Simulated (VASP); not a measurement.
Set up this calculation in VASP 6.6.1, as the native input.

| Quantity | Value |
| --- | --- |
| Task | single point |
| Functional | PBE |
| Dispersion | D4 |
| Potentials or basis | VASP PAW PBE potentials, release 64 (H, Pb_d, N, O) |
| Cutoff | 520 eV |
| k mesh | 5 × 5 × 3 |
| Occupations | fermi-dirac, width 0.05 eV |
| Spin | no spin polarisation |
| Dipole correction | no |
| Further INCAR settings | ALGO = Normal; EDIFF = 1e-06; NBANDS = 31 |

The structure of HPbNO4 lies in POSCAR:

```
HPbNO4
1.0
    4.1523236607     -0.0038680535      0.0036967637
    1.9933027572      3.7747467349     -0.0154274382
    2.0260125363      1.2280123595      6.2444493300
H Pb N O
1 1 1 4
Direct
    0.8940891031      0.6810309571      0.6229351657
    0.1383910020      0.9391074815      0.8837503466
    0.2571319690      0.2863911670      0.3039484684
    0.8321078614      0.6511109182      0.7800112482
    0.3898449748      0.2187434810      0.1139588891
    0.3134001796      0.0307701152      0.4605511001
    0.0737649101      0.6086458801      0.3263447821
```

The input as run:

INCAR

```
SYSTEM = HPbNO4
PREC = Accurate ; ENCUT = 520
EDIFF = 1E-6 ; ISMEAR = -1
SIGMA = 0.05 ; LREAL = .FALSE.
LASPH = .TRUE. ; NELM = 100
ALGO = Normal ; ISIF = 2
LWAVE = .FALSE. ; LCHARG = .FALSE.
GGA = PE ; IVDW = 13
NBANDS = 31
```

KPOINTS

```
regular mesh
0
G
  5 5 3
  0 0 0
```

Potentials or basis: VASP PAW PBE potentials, release 64 (H, Pb_d, N, O).

The run is started by

```sh
$ cat potpaw_PBE.64/H/POTCAR potpaw_PBE.64/Pb_d/POTCAR potpaw_PBE.64/N/POTCAR potpaw_PBE.64/O/POTCAR > POTCAR
$ mpirun -np 1 vasp_std > vasp.out
```

Results of the run:

```
Pressure                   : 0.6 GPa
Largest force              : 0.430 eV/Å
Band gap on the k mesh     : 2.77 eV
Dispersion energy per atom : -0.128 eV
```

Caveat: the standard files for N, O and F lose accuracy on very short bonds; spin-orbit coupling is left out, which moves the levels of the heavy elements; an odd mesh through Γ misses points on the zone boundary, where band edges can lie.

It took 50 s on 1 thread of Intel(R) Xeon(R) Platinum 8559C (Emerald Rapids) (shared host), peak memory 0.28 GiB.
